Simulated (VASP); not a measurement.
# Sn (Fd-3m) in VASP: further runs

The runs below take Sn through single point, with BLYP.

Program: VASP 6.6.1. These are calculated values, not measurements. Logs are shortened: lines on timing, memory, paths and dates and some standing lists are left out, and cuts for length are marked.

## (1) The cell of the first run

The structure is cubic, space group Fd-3m (No. 227). The conventional cell has a = 6.814 Å, b = 6.814 Å, c = 6.814 Å, α = 90.00°, β = 90.00°, γ = 90.00°. Sn (site symmetry -43m) has 4 Sn at 2.95 Å within 3.9 Å.

This isn't the form of Sn at room conditions, which is tetragonal (white tin).

## (2) Single point, BLYP

Contents of INCAR:

```
PREC = Accurate
ENCUT = 520
EDIFF = 1E-6
ISMEAR = -1
SIGMA = 0.1
LREAL = False
LASPH = True
NELM = 60
ALGO = Normal
ISIF = 2
LWAVE = False
LCHARG = False
GGA = B5
ALDAX = 1.0
AGGAX = 1.0
AGGAC = 1.0
ALDAC = 0.0
NBANDS = 21
```

Contents of KPOINTS:

```
regular mesh
0
Gamma
  9 9 9
```

Contents of POSCAR:

```
Sn
1.0
    0.0000000000      3.4072280984      3.4072280984
    3.4072280984      0.0000000000      3.4072280984
    3.4072280984      3.4072280984      0.0000000000
Sn
2
Direct
    0.5000000000      0.5000000000      0.5000000000
    0.7500000000      0.7500000000      0.7500000000
```

Potentials or basis: VASP PAW PBE potentials, release 64 (Sn_d).

Run with:

```sh
$ cat potpaw_PBE.64/Sn_d/POTCAR > POTCAR
$ mpirun -np 1 vasp_std > vasp.out
```

OUTCAR:

```text
PREC = Accurate
   ENCUT = 520
   EDIFF = 1E-6
   ISMEAR = -1
   LREAL = False
   LASPH = True
   NELM = 60
   ISIF = 2
   GGA = B5

 ion  position               nearest neighbor table
   1  0.500  0.500  0.500-   2 2.95   2 2.95   2 2.95   2 2.95
   2  0.750  0.750  0.750-   1 2.95   1 2.95   1 2.95   1 2.95

  LATTYP: Found a face centered cubic cell.
 ALAT       =     6.8144561968

  Lattice vectors:

 A1 = (   0.0000000000,   3.4072280984,   3.4072280984)
 A2 = (   3.4072280984,   0.0000000000,   3.4072280984)
 A3 = (   3.4072280984,   3.4072280984,   0.0000000000)

Analysis of symmetry for initial positions (statically):
=====================================================================
 Subroutine PRICEL returns:
 Original cell was already a primitive cell.

 Routine SETGRP: Setting up the symmetry group for a
 face centered cubic supercell.

 Subroutine GETGRP returns: Found 48 space group operations
 (whereof 24 operations were pure point group operations)
 out of a pool of 48 trial point group operations.

The static configuration has the point symmetry T_d .
 The point group associated with its full space group is O_h .

Analysis of symmetry for dynamics (positions and initial velocities):
=====================================================================
 Subroutine PRICEL returns:
 Original cell was already a primitive cell.

 Routine SETGRP: Setting up the symmetry group for a
 face centered cubic supercell.

 Subroutine GETGRP returns: Found 48 space group operations
 (whereof 24 operations were pure point group operations)
 out of a pool of 48 trial point group operations.

The dynamic configuration has the point symmetry T_d .
 The point group associated with its full space group is O_h .

 Subroutine INISYM returns: Found 48 space group operations
 (whereof 24 operations are pure point group operations),
 and found     1 'primitive' translations

----------------------------------------------------------------------------------------

                                     Primitive cell

  volume of cell :      79.1104

  direct lattice vectors                    reciprocal lattice vectors
     0.000000000  3.407228098  3.407228098    -0.146746853  0.146746853  0.146746853
     3.407228098  0.000000000  3.407228098     0.146746853 -0.146746853  0.146746853
     3.407228098  3.407228098  0.000000000     0.146746853  0.146746853 -0.146746853

  length of vectors
     4.818548187  4.818548187  4.818548187     0.254173005  0.254173005  0.254173005

  position of ions in fractional coordinates (direct lattice)
     0.500000000  0.500000000  0.500000000
     0.750000000  0.750000000  0.750000000

  ion indices of the primitive-cell ions
   primitive index   ion index
                 1           1
                 2           2

----------------------------------------------------------------------------------------

 KPOINTS: regular mesh

Automatic generation of k-mesh.
 Grid dimensions read from file:
 generate k-points for:    9    9    9

 Generating k-lattice:

  Cartesian coordinates                     Fractional coordinates (reciprocal lattice)
    -0.016305206  0.016305206  0.016305206     0.111111111  0.000000000  0.000000000
     0.016305206 -0.016305206  0.016305206     0.000000000  0.111111111  0.000000000
     0.016305206  0.016305206 -0.016305206     0.000000000  0.000000000  0.111111111

  Length of vectors
     0.028241445  0.028241445  0.028241445

  Shift w.r.t. Gamma in fractional coordinates (k-lattice)
     0.000000000  0.000000000  0.000000000

 Subroutine IBZKPT returns following result:
 ===========================================

 Found     35 irreducible k-points:

 Following reciprocal coordinates:
            Coordinates               Weight
  0.000000  0.000000  0.000000      1.000000
  0.111111  0.000000  0.000000      8.000000
  0.222222  0.000000  0.000000      8.000000
  0.333333  0.000000  0.000000      8.000000
  0.444444  0.000000  0.000000      8.000000
  0.111111  0.111111  0.000000      6.000000
[... 16 lines left out ...]
 -0.333333  0.333333  0.000000     12.000000
  0.444444  0.444444  0.000000      6.000000
 [... further k-points ...]
   k-points           NKPTS =     35   k-points in BZ     NKDIM =     35   number of bands    NBANDS=     21
   number of dos      NEDOS =    301   number of ions     NIONS =      2
   total plane-waves  NPLWV =  46656
   dimension x,y,z NGX =    36 NGY =   36 NGZ =   36
   dimension x,y,z NGXF=    72 NGYF=   72 NGZF=   72
   ions per type =               2
   NGX,Y,Z   is equivalent  to a cutoff of  12.42, 12.42, 12.42 a.u.
   NGXF,Y,Z  is equivalent  to a cutoff of  24.84, 24.84, 24.84 a.u.
 SYSTEM =  unknown system
   PREC   = accura    normal or accurate (medium, high low for compatibility)
   ISTART =      0    job   : 0-new  1-cont  2-samecut
   ICHARG =      2    charge: 1-file 2-atom 10-const
   ISPIN  =      1    spin polarized calculation?
   LNONCOLLINEAR =      F non collinear calculations
   LSORBIT =      F    spin-orbit coupling
   LASPH  =      T    aspherical Exc in radial PAW
   ENCUT  =  520.0 eV  38.22 Ry    6.18 a.u.   8.96  8.96  8.96*2*pi/ulx,y,z
   NELM   =     60;   NELMIN=  2; NELMDL= -5     # of ELM steps
   EDIFF  = 0.1E-05   stopping-criterion for ELM
   LREAL  =      F    real-space projection
   EDIFFG = 0.1E-04   stopping-criterion for IOM
   NSW    =      0    number of steps for IOM
   IBRION =     -1    ionic relax: 0-MD 1-quasi-New 2-CG
   NFREE  =      0    steps in history (QN), initial steepest desc. (CG)
   ISIF   =      2    stress and relaxation
   ISYM   =      2    0-nonsym 1-usesym 2-fastsym
   POTIM  = 0.5000    time-step for ionic-motion
   TEBEG  =    0.0;   TEEND  =   0.0 temperature during run
   PSTRESS=    0.0 pullay stress
   NELECT =      28.0000    total number of electrons
   NUPDOWN=      -1.0000    fix difference up-down
   EMIN   =  10.00;   EMAX   =-10.00  energy-range for DOS
   EFERMI =   0.00;   METHOD = LEGACY
   ISMEAR =    -1;   SIGMA  =   0.10  broadening in eV -4-tet -1-fermi 0-gaus
   EFERMI_NEDOS =   21; number of points for ismear=-14 and -15
   IALGO  =     38    algorithm
   IMIX   =      4    mixing-type and parameters
     AMIX     =   0.40;   BMIX     =  1.00
     AMIX_MAG =   1.60;   BMIX_MAG =  1.00
  volume/ion in A,a.u.               =      39.56       266.93
  Fermi-wavevector in a.u.,A,eV,Ry     =   1.158021  2.188342 18.245573  1.341012
  Thomas-Fermi vector in A             =   2.294627
   LORBIT       =      0    0 simple, 1 ext, 2 COOP (PROOUT), +10 PAW based schemes
   GGA     = B5    functional components
   LHFCALC =     F    Hartree Fock is set to
   AEXX    =    0.0000 exact exchange contribution
   IVDW    =     0    specifies the selected vdW correction
   LEPSILON=     F    determine dielectric tensor
   LRPA    =     F    only Hartree local field effects (RPA)
 non-spin polarized calculation
  energy-cutoff  :      520.00
  volume of cell :       79.11
 maximum number of plane-waves:      2159
   NGX = 17   NGY = 17   NGZ = 17

 number of electron      27.9999997 magnetization

 Free energy of the ion-electron system (eV)
  ---------------------------------------------------
  ext. energy  EPLUGINS =         0.00000000
  ---------------------------------------------------
  free energy    TOTEN  =        -6.46506200 eV

  energy without entropy =       -6.45386701  energy(sigma->0) =       -6.45946450

 E-fermi :   4.5595     XC(G=0):  -7.7097

 val. band max:        4.5274074533   @ k =   0.1111   0.0000   0.0000
 cond. band min:       4.7116579281   @ k =   0.0000   0.0000   0.0000
 fundamental gap:      0.1842504749
 Fermi energy:         4.5594553725

 k-point     1 :       0.0000    0.0000    0.0000
  band No.  band energies     occupation
      1     -16.7879      2.00000
      2     -16.7879      2.00000
      3     -16.7879      2.00000
      4     -16.7426      2.00000
      5     -16.7426      2.00000
      6     -16.5355      2.00000
[... 13 lines left out ...]
     20      12.3807      0.00000
     21      12.3807      0.00000

 k-point     2 :       0.1111    0.0000    0.0000
  band No.  band energies     occupation
      1     -16.7936      2.00000
      2     -16.7935      2.00000
      3     -16.7857      2.00000
      4     -16.7348      2.00000
      5     -16.7348      2.00000
      6     -16.5511      2.00000
[... 13 lines left out ...]
     20      11.7877      0.00000
     21      11.7877      0.00000

 k-point     3 :       0.2222    0.0000    0.0000
  band No.  band energies     occupation
      1     -16.8027      2.00000
      2     -16.8027      2.00000
      3     -16.7800      2.00000
      4     -16.7204      2.00000
      5     -16.7204      2.00000
      6     -16.5654      2.00000
[... 13 lines left out ...]
     20      11.4817      0.00000
     21      11.4817      0.00000

 k-point     4 :       0.3333    0.0000    0.0000
  band No.  band energies     occupation
      1     -16.8093      2.00000
      2     -16.8093      2.00000
      3     -16.7732      2.00000
      4     -16.7087      2.00000
      5     -16.7087      2.00000
      6     -16.5753      2.00000
[... 13 lines left out ...]
     20      11.8567      0.00000
     21      11.8567      0.00000

 k-point     5 :       0.4444    0.0000    0.0000
  band No.  band energies     occupation
      1     -16.8123      2.00000
      2     -16.8123      2.00000
      3     -16.7685      2.00000
      4     -16.7029      2.00000
      5     -16.7029      2.00000
      6     -16.5797      2.00000
[... 13 lines left out ...]
     20      12.7777      0.00000
     21      12.7778      0.00000
[... 382 lines left out ...]
     20      13.3794      0.00000
     21      13.9899      0.00000

 k-point    22 :      -0.4444    0.3333    0.0000
  band No.  band energies     occupation
      1     -16.8351      2.00000
      2     -16.8226      2.00000
      3     -16.7313      2.00000
      4     -16.6725      2.00000
      5     -16.6584      2.00000
      6     -16.6331      2.00000
[... 13 lines left out ...]
     20      12.9490      0.00000
     21      13.9991      0.00000

 k-point    23 :      -0.3333    0.3333    0.0000
  band No.  band energies     occupation
      1     -16.8380      2.00000
      2     -16.8228      2.00000
      3     -16.7271      2.00000
      4     -16.6614      2.00000
      5     -16.6567      2.00000
      6     -16.6410      2.00000
[... 13 lines left out ...]
     20      11.9276      0.00000
     21      14.5735      0.00000

 k-point    24 :       0.4444    0.4444    0.0000
  band No.  band energies     occupation
      1     -16.8227      2.00000
      2     -16.8227      2.00000
      3     -16.7444      2.00000
      4     -16.7044      2.00000
      5     -16.6559      2.00000
      6     -16.6200      2.00000
[... 13 lines left out ...]
     20      13.6137      0.00000
     21      14.4782      0.00000

 [... further k-points ...]
[... 5 lines left out ...]
  --------------------------------------------------------------------------------------
  -------------------------------------------------------------------------------------
  Total       -0.0059492     -0.0059492     -0.0059492     -0.0000000      0.0000000     -0.0000000
  in kB       -0.1204854     -0.1204854     -0.1204854     -0.0000000      0.0000000     -0.0000000
  external PRESSURE =      -0.1204854 kB  Pullay stress =       0.0000000 kB

 VOLUME and BASIS-vectors are now :
 -----------------------------------------------------------------------------
  energy-cutoff  :      520.00
  volume of cell :       79.11
      direct lattice vectors                 reciprocal lattice vectors
     0.000000000  3.407228098  3.407228098    -0.146746853  0.146746853  0.146746853
     3.407228098  0.000000000  3.407228098     0.146746853 -0.146746853  0.146746853
     3.407228098  3.407228098  0.000000000     0.146746853  0.146746853 -0.146746853

 POSITION                                       TOTAL-FORCE (eV/Angst)
 -----------------------------------------------------------------------------------
      3.40723      3.40723      3.40723        -0.000000     -0.000000     -0.000000
      5.11084      5.11084      5.11084         0.000000      0.000000      0.000000
 -----------------------------------------------------------------------------------
    total drift:                                0.000000      0.000000     -0.000000

  FREE ENERGIE OF THE ION-ELECTRON SYSTEM (eV)
  ---------------------------------------------------
  free  energy   TOTEN  =        -6.4650619963 eV

  energy  without entropy=       -6.4538670065  energy(sigma->0) =       -6.45946450
```

It took 33 s on 1 thread of AMD EPYC 9R45 (Zen 5), shared host; peak memory 0.19 GiB.

Results:

| Quantity | Value |
| --- | --- |
| Free energy | -6.4651 eV |
| Pressure | 0.0 GPa |
| Band gap on the k mesh | zero (bands 14 and 15 overlap by 0.34 eV) |

Caveat: the PAW data sets were made with another functional, which shifts forces and pressure a little; spin-orbit coupling is left out, which moves the levels of the heavy elements.

(Continued in part 2 of 2.)
